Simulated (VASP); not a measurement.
Set up this calculation in VASP 6.6.1, as the native input.

- Task: single point
- Functional: PBE
- Potentials or basis: VASP PAW PBE potentials, release 64 (In_d)
- Cutoff: 520 eV
- k mesh: 11 × 11 × 14
- Occupations: gaussian, width 1 eV
- Spin: no spin polarisation
- Dipole correction: no
- Further INCAR settings: ALGO = Normal; EDIFF = 1e-06; NBANDS = 12

The structure of In lies in POSCAR:

```
In
1.0
   -1.6482197047      1.6973406184      2.5249789927
    1.6973406184     -1.6482197047      2.5249789927
    1.6043570008      1.6043570008     -2.4927016059
In
1
Direct
    0.0000000000      0.0000000000      0.0000000000
```

The input as run:

INCAR

```
SYSTEM = In
PREC = Accurate ; ENCUT = 520
EDIFF = 1E-6 ; ISMEAR = 0
SIGMA = 1.0 ; LREAL = .False.
LASPH = .True. ; NELM = 100
ALGO = Normal ; ISIF = 2
LWAVE = .False. ; LCHARG = .False.
GGA = PE ; NBANDS = 12
```

KPOINTS

```
regular mesh
0
Gamma
  11 11 14
  0 0 0
```

Potentials or basis: VASP PAW PBE potentials, release 64 (In_d).

Launch:

```bash
$ cat potpaw_PBE.64/In_d/POTCAR > POTCAR
$ mpirun -np 1 vasp_std > vasp.out
```

Results of the run:

```json
{
 "Pressure": "0.6 GPa"
}
```

It took 52 s on 1 thread of Intel(R) Xeon(R) 6975P-C (Granite Rapids) (shared host), peak memory 0.27 GiB.
